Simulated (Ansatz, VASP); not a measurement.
Two plane-wave programs on Li2S

```
Li S
1.0
     0.00000    2.84450    2.84450
     2.84450    0.00000    2.84450
     2.84450    2.84450    0.00000
Li S
2 1
Direct
  0.25000 0.25000 0.25000
  0.75000 0.75000 0.75000
  0.00000 0.00000 0.00000
```

Alike in both runs: task single point; functional PBE; k mesh 8 × 8 × 8; no spin polarisation.

```csv
,VASP,Ansatz
version,VASP 6.6.1,Ansatz 0.2.0
potentials or method,"VASP PAW PBE potentials, release 64 (Li_sv, S)","plane waves, PAW"
plane-wave cutoff (eV),750,420
occupations,"gaussian, width 0.01 eV",fixed
valence electrons in the cell,12,12
```

Ansatz gave:

- pressure (GPa): 0.4

Q: Which values does VASP return?

A: Pressure (GPa): 0.2.
